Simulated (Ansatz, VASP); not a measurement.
**Ga2O3: VASP beside Ansatz**

The input POSCAR:

```
Ga2O3
1.0
    2.5171823415      1.4532959025      4.5254504599
   -2.5171823415      1.4532959025      4.5254504599
    0.0000000000     -2.9065918049      4.5254504599
Ga O
4 6
Direct
    0.8554260894      0.8554260894      0.8554260894
    0.3554260894      0.3554260894      0.3554260894
    0.1445739106      0.1445739106      0.1445739106
    0.6445739106      0.6445739106      0.6445739106
    0.4463666996      0.0536333004      0.7500000000
    0.0536333004      0.7500000000      0.4463666996
    0.5536333004      0.9463666996      0.2500000000
    0.2500000000      0.5536333004      0.9463666996
    0.9463666996      0.2500000000      0.5536333004
    0.7500000000      0.4463666996      0.0536333004
```

The input INCAR.step1:

```
PREC = Accurate
ENCUT = 520
ISMEAR = 0
SIGMA = 0.01
LREAL = F
LASPH = T
NELM = 80
NBANDS = 55
GGA = PE
ALGO = Normal
EDIFF = 1E-4
LWAVE = T
LCHARG = F
```

The input INCAR.step2:

```
PREC = Accurate
ENCUT = 520
EDIFF = 1E-6
ISMEAR = 0
SIGMA = 0.01
LREAL = F
LASPH = T
NELM = 80
ALGO = Normal
ISIF = 2
LWAVE = F
LCHARG = F
METAGGA = R2SCAN
LMIXTAU = T
NBANDS = 55
ISTART = 1
```

File KPOINTS:

```
regular mesh
0
Gamma
  6 6 6
```

Input for Ansatz:

```yaml
crystal:
  lattice:
    - [2.5171823415, 1.4532959025, 4.5254504599]
    - [-2.5171823415, 1.4532959025, 4.5254504599]
    - [0.0, -2.9065918049, 4.5254504599]
  atoms:
    - { symbol: Ga, position: [0.8554260894, 0.8554260894, 0.8554260894] }
    - { symbol: Ga, position: [0.3554260894, 0.3554260894, 0.3554260894] }
    - { symbol: Ga, position: [0.1445739106, 0.1445739106, 0.1445739106] }
    - { symbol: Ga, position: [0.6445739106, 0.6445739106, 0.6445739106] }
    - { symbol: O, position: [0.4463666996, 0.0536333004, 0.75] }
    - { symbol: O, position: [0.0536333004, 0.75, 0.4463666996] }
    - { symbol: O, position: [0.5536333004, 0.9463666996, 0.25] }
    - { symbol: O, position: [0.25, 0.5536333004, 0.9463666996] }
    - { symbol: O, position: [0.9463666996, 0.25, 0.5536333004] }
    - { symbol: O, position: [0.75, 0.4463666996, 0.0536333004] }
kpoints:
  mp_grid: { grid: [6, 6, 6] }
  band_path:
    path:
      - [0.0, 0.0, 0.0]
      - [0.5, 0.5, 0.5]
      - [0.764580087, 0.235419913, 0.5]
      - [0.5, -0.235419913, 0.235419913]
      - [0.5, 0.0, 0.0]
      - [0.3677099565, -0.3677099565, 0.0]
      - [0.6322900435, 0.0, 0.3677099565]
      - [0.5, 0.0, 0.5]
      - [0.0, 0.166667, -0.166667]
    npoints: 1
hamiltonian:
  xc: r2scan
scf:
  occupations: { method: fixed }
  n_extra_bands: 6
output:
  forces: true
  stress: true
  eigenvalues: true
```

Change from the starting cell: hydrostatic strain +1.0%.

Alike in both runs: task single point; functional r2SCAN; k mesh 6 × 6 × 6; no spin polarisation.

```csv
,VASP,Ansatz
version,VASP 6.6.1,Ansatz 0.2.0
potentials or method,"VASP PAW PBE potentials, release 64 (Ga_d, O)","plane waves, PAW"
plane-wave cutoff (eV),520,500
occupations,"gaussian, width 0.01 eV",fixed
valence electrons in the cell,88,88
```

VASP gave:

| Property | Result |
| --- | --- |
| gap on the k mesh at the Fermi level (eV) | 3.21 |
| pressure (GPa) | -4.9 |
| traceless stress, the component that is largest in VASP (GPa) | 0.13 |
| rms of the force components (eV/Å) | 0.022 |

Task: Estimate Ansatz's values.

Result: gap on the k mesh at the Fermi level (eV): 3.22; pressure (GPa): -6.6; traceless stress, the component that is largest in VASP (GPa): 0.52; rms of the force components (eV/Å): 0.002.

VASP's potentials were made for PBE, not for r2SCAN. Atom by atom the forces differ by 0.021 eV/Å (rms over components).
